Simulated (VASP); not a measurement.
Wanted: the native input for a VASP 6.6.1 run.

```yaml
Task: single point
Functional: PBE
Potentials_or_basis: VASP PAW PBE potentials, release 64 (Eu)
Cutoff: 520 eV
k_mesh: 10 × 10 × 10
Occupations: fermi-dirac, width 0.03 eV
Spin: collinear spin, ferromagnetic start
Starting_moments: "[7.02] μB"
Dipole_correction: no
Further_INCAR_settings: ALGO = Normal; EDIFF = 1e-07; NBANDS = 18
```

The structure of Eu lies in POSCAR:

```
Eu
1.0
   -2.1939508085      2.1939508085      2.1939508085
    2.1939508085     -2.1939508085      2.1939508085
    2.1939508085      2.1939508085     -2.1939508085
Eu
1
Direct
    0.0000000000      0.0000000000      0.0000000000
```

The input as run:

INCAR

```
ALGO = Normal ; EDIFF = 1E-7
ENCUT = 520 ; GGA = PE
ISIF = 2 ; ISMEAR = -1
ISPIN = 2 ; LASPH = True
LCHARG = False ; LMAXMIX = 6
LORBIT = 11 ; LREAL = False
LWAVE = False ; MAGMOM = 7.02
NBANDS = 18 ; NELM = 150
PREC = Accurate ; SIGMA = 0.03
```

KPOINTS

```
k-points
0
Gamma
  10 10 10
```

Potentials or basis: VASP PAW PBE potentials, release 64 (Eu).

Run with:

```sh
$ cat potpaw_PBE.64/Eu/POTCAR > POTCAR
$ mpirun -np 1 vasp_std > vasp.out
```

Results of the run:

```
Pressure                                              : -0.3 GPa
Net moment                                            : 7.29 μB per cell
Site moments                                          : Eu +6.68 μB
Valence electrons inside the program's atomic spheres : Eu 14.73
```

It took 46 s on 1 thread of Intel(R) Xeon(R) 6975P-C (Granite Rapids) (shared host), peak memory 0.21 GiB.
